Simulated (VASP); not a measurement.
Input of a VASP 6.6.1 run:

Contents of INCAR:

```
PREC     = Accurate       # precision mode
ENCUT    = 500            # plane-wave cutoff, eV
EDIFF    = 1E-6           # SCF threshold, eV
ISMEAR   = 0              # smearing method
SIGMA    = 0.1            # smearing width, eV
LREAL    = False          # projectors in reciprocal space
LASPH    = True           # aspherical terms in the spheres
NELM     = 120            # most SCF steps
ALGO     = Normal         # electronic algorithm
ISIF     = 2              # what is computed and relaxed
LWAVE    = False          # write WAVECAR
LCHARG   = True           # write CHGCAR
GGA      = PE             # functional
IVDW     = 12             # dispersion correction
LELF     = True           # ELF
LVHAR    = True         
NBANDS   = 12             # bands
GGA_COMPAT= False
```

File KPOINTS:

```
Automatic mesh
0
Gamma
  8 8 8
```

The input POSCAR:

```
Nb
1.0
   -1.6639500000      1.6639500000      1.6639500000
    1.6639500000     -1.6639500000      1.6639500000
    1.6639500000      1.6639500000     -1.6639500000
Nb
1
Direct
    0.0000000000      0.0000000000      0.0000000000
```

Potentials or basis: VASP PAW PBE potentials, release 64 (Nb_sv).

Launch:

```bash
$ cat potpaw_PBE.64/Nb_sv/POTCAR > POTCAR
$ mpirun -np 1 vasp_std > vasp.out
```

(1) Predict the pressure.

(2) What does it give for the dispersion energy per atom?

Answers

(1) -9.2 GPa.

(2) -0.718 eV.

Caveat: pairwise dispersion overbinds metals, which lowers pressure and volume.
